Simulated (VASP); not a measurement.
Runs of VASP 6.6.1 on BaZrO3. The structure is that of space group Pm-3m (No. 221), or close to it. The cells are those of the table. 

```tsv
potentials or basis	cell	k mesh	cutoff (eV)	smearing	second run	gap on the mesh (eV)	pressure (GPa)
VASP PAW PBE potentials, release 64 (Ba_sv, Zr_sv, O)	a = 4.227 Å, 5 atoms	4 × 4 × 4	520	gaussian 0.1 eV	-	3.13	1.0
VASP PAW PBE potentials, release 64 (Ba_sv, Zr_sv, O_h)	a = 4.227 Å, 5 atoms	4 × 4 × 4	910	gaussian 0.1 eV	hard_potentials	3.13	(b)
VASP PAW PBE potentials, release 64 (Ba_sv, Zr_sv, O_h)	a = 4.227 Å, 5 atoms	6 × 6 × 6	910	gaussian 0.02 eV	hard_potentials	3.14	(a)
VASP PAW PBE potentials, release 64 (Ba_sv, Zr_sv, O)	a = 4.227 Å, 5 atoms	6 × 6 × 6	520	gaussian 0.02 eV	-	3.13	1.0
VASP PAW PBE potentials, release 64 (Ba_sv, Zr_sv, O)	a = 4.212 Å, 5 atoms	4 × 4 × 4	520	gaussian 0.1 eV	-	3.15	2.6
VASP PAW PBE potentials, release 64 (Ba_sv, Zr_sv, O_h)	a = 4.212 Å, 5 atoms	4 × 4 × 4	910	gaussian 0.1 eV	hard_potentials	3.15	2.4
```

Alike in all rows: task single point; level PBE; no spin polarisation.

**Question.** Fill in the values left out.

**Answer.** (a) 0.7; (b) 0.8.

Caveats: spin-orbit coupling is left out, which moves the levels of the heavy elements; the cutoff is under 1.25 times the usual one of these potentials, so pressure, stress and relaxed cells hold a basis-set (Pulay) error (some runs).

A k mesh can miss the band edges, and the runs leave out spin-orbit coupling on Ba, Zr.
